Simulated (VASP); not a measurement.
# AlN (P6_3mc) in VASP: notebook

Aim: see how the results for AlN move with the level of theory and the settings. Levels: r2SCAN, HSE06. Tasks: single point.

All numbers are computed with VASP 6.6.1; they aren't measurements. Logs are shortened: lines on timing, memory, paths and dates and some standing lists are left out, and cuts for length are marked.

### 1 The cell of the first run

The structure is hexagonal, space group P6_3mc (No. 186). Conventional cell: a = 3.138 Å, b = 3.138 Å, c = 5.028 Å, α = 90.00°, β = 90.00°, γ = 120.00°. Al (site symmetry 3m) has 4 N at 1.91 to 1.92 Å within 2.5 Å. Within 2.5 Å of N (site symmetry 3m) lie 4 Al at 1.91 to 1.92 Å.

### 2 Single point, r2SCAN (strain +1.0%)

Contents of POSCAR:

```
AlN
1.0
    3.1377606977      0.0000000000      0.0000000000
   -1.5688803489      2.7173804752      0.0000000000
    0.0000000000      0.0000000000      5.0283774674
Al N
2 2
Direct
    0.3333333333      0.6666666667     -0.0032059052
    0.6666666667      0.3333333333      0.4967940948
    0.3333333333      0.6666666667      0.3782059052
    0.6666666667      0.3333333333      0.8782059052
```

Contents of INCAR.step1:

```
PREC = Accurate
ENCUT = 520
ISMEAR = 0
SIGMA = 0.01
LREAL = False
LASPH = True
NELM = 80
NBANDS = 16
GGA = PE
ALGO = Normal
EDIFF = 1E-4
LWAVE = True
LCHARG = False
```

Contents of INCAR.step2:

```
PREC = Accurate
ENCUT = 520
EDIFF = 1E-7
ISMEAR = 0
SIGMA = 0.01
LREAL = False
LASPH = True
NELM = 80
ALGO = Normal
ISIF = 2
LWAVE = False
LCHARG = False
METAGGA = R2SCAN
LMIXTAU = True
NBANDS = 16
ISTART = 1
```

Contents of KPOINTS:

```
regular mesh
0
Gamma
  12 12 6
```

Potentials or basis: VASP PAW PBE potentials, release 64 (Al, N).

On the command line:

```console
cat potpaw_PBE.64/Al/POTCAR potpaw_PBE.64/N/POTCAR > POTCAR
cp INCAR.step1 INCAR
mpirun -np 1 vasp_std > vasp.out
cp INCAR.step2 INCAR
mpirun -np 1 vasp_std > vasp.out
```

OUTCAR:

```text
PREC = Accurate
   ENCUT = 520
   EDIFF = 1E-7
   ISMEAR = 0
   LREAL = False
   LASPH = True
   NELM = 80
   ISIF = 2
   METAGGA = R2SCAN
   ISTART = 1

 ion  position               nearest neighbor table
   1  0.333  0.667  0.997-   4 1.91   4 1.91   4 1.91   3 1.92   2 3.10   2 3.10   2 3.10   2 3.10
                             2 3.10   2 3.10
   2  0.667  0.333  0.497-   3 1.91   3 1.91   3 1.91   4 1.92   1 3.10   1 3.10   1 3.10   1 3.10
                             1 3.10   1 3.10
   3  0.333  0.667  0.378-   2 1.91   2 1.91   2 1.91   1 1.92
   4  0.667  0.333  0.878-   1 1.91   1 1.91   1 1.91   2 1.92

  LATTYP: Found a hexagonal cell.
 ALAT       =     3.1377606977
 C/A-ratio  =     1.6025369529

  Lattice vectors:

 A1 = (   3.1377606977,   0.0000000000,   0.0000000000)
 A2 = (  -1.5688803489,   2.7173804752,   0.0000000000)
 A3 = (   0.0000000000,   0.0000000000,   5.0283774674)

Analysis of symmetry for initial positions (statically):
=====================================================================
 Subroutine PRICEL returns:
 Original cell was already a primitive cell.

 Routine SETGRP: Setting up the symmetry group for a
 hexagonal supercell.

 Subroutine GETGRP returns: Found 12 space group operations
 (whereof  6 operations were pure point group operations)
 out of a pool of 24 trial point group operations.

The static configuration has the point symmetry C_3v.
 The point group associated with its full space group is C_6v.

Analysis of symmetry for dynamics (positions and initial velocities):
=====================================================================
 Subroutine PRICEL returns:
 Original cell was already a primitive cell.

 Routine SETGRP: Setting up the symmetry group for a
 hexagonal supercell.

 Subroutine GETGRP returns: Found 12 space group operations
 (whereof  6 operations were pure point group operations)
 out of a pool of 24 trial point group operations.

The dynamic configuration has the point symmetry C_3v.
 The point group associated with its full space group is C_6v.

 Subroutine INISYM returns: Found 12 space group operations
 (whereof  6 operations are pure point group operations),
 and found     1 'primitive' translations

----------------------------------------------------------------------------------------
[... 97 lines left out ...]
   EDIFF  = 0.1E-06   stopping-criterion for ELM
   LREAL  =      F    real-space projection
   EDIFFG = 0.1E-05   stopping-criterion for IOM
   NSW    =      0    number of steps for IOM
   IBRION =     -1    ionic relax: 0-MD 1-quasi-New 2-CG
   NFREE  =      0    steps in history (QN), initial steepest desc. (CG)
   ISIF   =      2    stress and relaxation
   ISYM   =      2    0-nonsym 1-usesym 2-fastsym
   POTIM  = 0.5000    time-step for ionic-motion
   TEBEG  =    0.0;   TEEND  =   0.0 temperature during run
   PSTRESS=    0.0 pullay stress
   NELECT =      16.0000    total number of electrons
   NUPDOWN=      -1.0000    fix difference up-down
   EMIN   =  10.00;   EMAX   =-10.00  energy-range for DOS
   EFERMI =   0.00;   METHOD = LEGACY
   ISMEAR =     0;   SIGMA  =   0.01  broadening in eV -4-tet -1-fermi 0-gaus
   EFERMI_NEDOS =   21; number of points for ismear=-14 and -15
   IALGO  =     38    algorithm
   IMIX   =      4    mixing-type and parameters
     AMIX     =   0.40;   BMIX     =  1.00
     AMIX_MAG =   1.60;   BMIX_MAG =  1.00
  volume/ion in A,a.u.               =      10.72        72.33
  Fermi-wavevector in a.u.,A,eV,Ry     =   1.178643  2.227311 18.901189  1.389198
  Thomas-Fermi vector in A             =   2.314968
   LORBIT       =      0    0 simple, 1 ext, 2 COOP (PROOUT), +10 PAW based schemes
   METAGGA = R2SCAN    functional components
   LHFCALC =     F    Hartree Fock is set to
   AEXX    =    0.0000 exact exchange contribution
   IVDW    =     0    specifies the selected vdW correction
   LEPSILON=     F    determine dielectric tensor
   LRPA    =     F    only Hartree local field effects (RPA)
 non-spin polarized calculation
 Gauss-broadening in eV      SIGMA  =   0.01
  energy-cutoff  :      520.00
  volume of cell :       42.87
 maximum number of plane-waves:      1182
 NGX is ok and might be reduce to    24
   NGX = 11   NGY = 11   NGZ = 19

 number of electron      16.0000000 magnetization

 Free energy of the ion-electron system (eV)
  ---------------------------------------------------
  ext. energy  EPLUGINS =         0.00000000
  ---------------------------------------------------
  free energy    TOTEN  =       -38.43096971 eV

  energy without entropy =      -38.43096971  energy(sigma->0) =      -38.43096971

 E-fermi :   5.6855     XC(G=0): -11.2816

 val. band max:        5.6339337190   @ k =   0.0000   0.0000   0.0000
 cond. band min:      10.2820480223   @ k =   0.0000   0.0000   0.0000
 fundamental gap:      4.6481143033
 Fermi energy:         5.6855294491

 k-point     1 :       0.0000    0.0000    0.0000
  band No.  band energies     occupation
      1     -10.1645      2.00000
      2      -8.1333      2.00000
      3      -0.2984      2.00000
      4       4.7680      2.00000
      5       4.7680      2.00000
      6       5.4219      2.00000
[... 433 lines left out ...]
      3       0.7704      2.00000
      4       1.7185      2.00000
      5       2.3237      2.00000
      6       3.8615      2.00000
[... 8 lines left out ...]
     15      18.8169      0.00000
     16      20.7339      0.00000

 [... further k-points ...]

------------------------ aborting loop because EDIFF is reached ----------------------------------------

  FORCE on cell =-STRESS in cart. coord.  units (eV):
  Direction    XX          YY          ZZ          XY          YZ          ZX
  --------------------------------------------------------------------------------------
  -------------------------------------------------------------------------------------
  Total       -1.7440852     -1.7440852     -1.6018985      0.0000000      0.0000000      0.0000000
  in kB      -65.1748636    -65.1748636    -59.8614769      0.0000000      0.0000000      0.0000000
  external PRESSURE =     -63.4037347 kB  Pullay stress =       0.0000000 kB

 VOLUME and BASIS-vectors are now :
 -----------------------------------------------------------------------------
  energy-cutoff  :      520.00
  volume of cell :       42.87
      direct lattice vectors                 reciprocal lattice vectors
     3.137760698  0.000000000  0.000000000     0.318698619  0.184000733  0.000000000
    -1.568880349  2.717380475  0.000000000     0.000000000  0.368001467  0.000000000
     0.000000000  0.000000000  5.028377467     0.000000000  0.000000000  0.198871307

 POSITION                                       TOTAL-FORCE (eV/Angst)
 -----------------------------------------------------------------------------------
     -0.00000      1.81159      5.01226        -0.000000      0.000000     -0.000292
      1.56888      0.90579      2.49807         0.000000     -0.000000     -0.000292
     -0.00000      1.81159      1.90176         0.000000     -0.000000      0.000292
      1.56888      0.90579      4.41595        -0.000000      0.000000      0.000292
 -----------------------------------------------------------------------------------
    total drift:                               -0.000000     -0.000000     -0.011255

  FREE ENERGIE OF THE ION-ELECTRON SYSTEM (eV)
  ---------------------------------------------------
  free  energy   TOTEN  =       -38.4309697139 eV

  energy  without entropy=      -38.4309697139  energy(sigma->0) =      -38.43096971
```

OUTCAR.step1:

```text
PREC = Accurate
   ENCUT = 520
   ISMEAR = 0
   LREAL = False
   LASPH = True
[... 689 lines left out ...]
     -0.00000      1.81159      5.01226        -0.000000     -0.000000     -0.007937
      1.56888      0.90579      2.49807         0.000000      0.000000     -0.007937
     -0.00000      1.81159      1.90176        -0.000000     -0.000000      0.007937
      1.56888      0.90579      4.41595         0.000000     -0.000000      0.007937
 -----------------------------------------------------------------------------------
    total drift:                               -0.000000     -0.000000      0.000625

  FREE ENERGIE OF THE ION-ELECTRON SYSTEM (eV)
  ---------------------------------------------------
  free  energy   TOTEN  =       -29.7789387830 eV

  energy  without entropy=      -29.7789387830  energy(sigma->0) =      -29.77893878
```

OSZICAR.step1:

```text
N       E                     dE             d eps       ncg     rms          rms(c)
DAV:   1     0.426774070490E+02    0.42677E+02   -0.74700E+03  2432   0.903E+02
DAV:   2    -0.308067447584E+02   -0.73484E+02   -0.67886E+02  3376   0.186E+02
DAV:   3    -0.344074009904E+02   -0.36007E+01   -0.35914E+01  3040   0.429E+01
DAV:   4    -0.344299229539E+02   -0.22522E-01   -0.22520E-01  3048   0.383E+00
DAV:   5    -0.344302259554E+02   -0.30300E-03   -0.30300E-03  3096   0.446E-01    0.120E+01
DAV:   6    -0.297630330349E+02    0.46672E+01   -0.10691E+01  2912   0.235E+01    0.410E+00
DAV:   7    -0.297907382909E+02   -0.27705E-01   -0.65127E-01  2624   0.568E+00    0.291E+00
DAV:   8    -0.297837032213E+02    0.70351E-02   -0.62908E-02  2736   0.232E+00    0.633E-01
DAV:   9    -0.297783806690E+02    0.53226E-02   -0.12513E-02  3240   0.826E-01    0.254E-01
DAV:  10    -0.297790265620E+02   -0.64589E-03   -0.23947E-03  2608   0.307E-01    0.139E-01
DAV:  11    -0.297789387830E+02    0.87779E-04   -0.18264E-04  2256   0.104E-01
   1 F= -.29778939E+02 E0= -.29778939E+02  d E =-.218829E-26
```

It took 64 s on 1 thread of Intel Xeon 6975P-C (Granite Rapids), shared host; peak memory 0.18 GiB.

What came out:

| Item | Value |
| --- | --- |
| Free energy | -38.4310 eV |
| Pressure | -6.3 GPa |
| Band gap on the k mesh | 4.65 eV |

Caveat: the cell differs from its parent crystal (strain +1.0%); the cell stands under tension; the PAW data sets were made with another functional, which shifts forces and pressure a little. A k mesh can miss the band edges.

### 3 Single point, HSE06 (strain -4.0%)

Contents of POSCAR:

```
AlN
1.0
    2.9824260097      0.0000000000      0.0000000000
   -1.4912130049      2.5828566893      0.0000000000
    0.0000000000      0.0000000000      4.7794478898
Al N
2 2
Direct
    0.3333333333      0.6666666667     -0.0036428645
    0.6666666667      0.3333333333      0.4963571355
    0.3333333333      0.6666666667      0.3786428645
    0.6666666667      0.3333333333      0.8786428645
```

Contents of INCAR.step1:

```
PREC     = Accurate       # precision mode
ENCUT    = 520            # plane-wave cutoff, eV
EDIFF    = 1E-5           # SCF threshold, eV
ISMEAR   = 0              # smearing method
SIGMA    = 0.01           # smearing width, eV
LREAL    = False          # projectors in reciprocal space
LASPH    = True           # aspherical terms in the spheres
NELM     = 100            # most SCF steps
ALGO     = Normal         # electronic algorithm
ISIF     = 2              # what is computed and relaxed
LWAVE    = True           # write WAVECAR
LCHARG   = False          # write CHGCAR
GGA      = PE             # functional
NBANDS   = 16             # bands
```

Contents of INCAR.step2:

```
PREC     = Accurate       # precision mode
ENCUT    = 520            # plane-wave cutoff, eV
EDIFF    = 1E-7           # SCF threshold, eV
ISMEAR   = 0              # smearing method
SIGMA    = 0.01           # smearing width, eV
LREAL    = False          # projectors in reciprocal space
LASPH    = True           # aspherical terms in the spheres
NELM     = 100            # most SCF steps
ALGO     = Normal         # electronic algorithm
ISIF     = 2              # what is computed and relaxed
LWAVE    = False          # write WAVECAR
LCHARG   = False          # write CHGCAR
GGA      = PE             # functional
LHFCALC  = True           # exact exchange
HFSCREEN = 0.2079         # screening, 1/A
PRECFOCK = Normal       
ISTART   = 1            
NBANDS   = 16             # bands
```

Contents of KPOINTS:

```
Automatic mesh
0
Gamma
  6 6 4
```

Potentials or basis: VASP PAW PBE potentials, release 64 (Al, N).

On the command line:

```console
cat potpaw_PBE.64/Al/POTCAR potpaw_PBE.64/N/POTCAR > POTCAR
cp INCAR.step1 INCAR
mpirun -np 1 vasp_std > vasp.out
cp INCAR.step2 INCAR
mpirun -np 1 vasp_std > vasp.out
```

Wall time 26 min (1 thread of Intel Xeon Platinum 8375C at 2.90GHz (Ice Lake), shared host); peak memory 0.25 GiB.

The run converged. Its results:

```
Free energy            : -34.4718 eV
Pressure               : 31.9 GPa
Largest force          : 0.006 eV/Å
Band gap on the k mesh : 6.43 eV (least direct gap 6.81 eV)
```

Forces in eV/Å, atoms in the order of the input:
```
Al   0.000  0.000 -0.006
Al   0.000  0.000 -0.006
N    0.000  0.000  0.006
N    0.000  0.000  0.006
```

Stress tensor (GPa, compression positive):
```
33.05  0.00  0.00
 0.00 33.05  0.00
 0.00  0.00 29.73
```

Levels at points of the mesh, in eV from the valence-band top:
```
           k point  band 6  band 7  band 8  band 9  band 10  band 11
(0.00, 0.00, 0.00)   -0.28   -0.28    0.00    6.81     9.36    13.61
(0.50, 0.00, 0.00)   -2.50   -2.09   -0.82    7.47     7.68    10.90
(0.00, 0.00, 0.50)   -0.67   -0.67   -0.67    9.17     9.17    13.14
(0.50, 0.00, 0.50)   -1.75   -1.62   -1.62    7.13     7.13    11.63
```

Caveat: the cell differs from its parent crystal (strain -4.0%); the cell stands under pressure; the PAW data sets were made with another functional, which shifts forces and pressure a little.
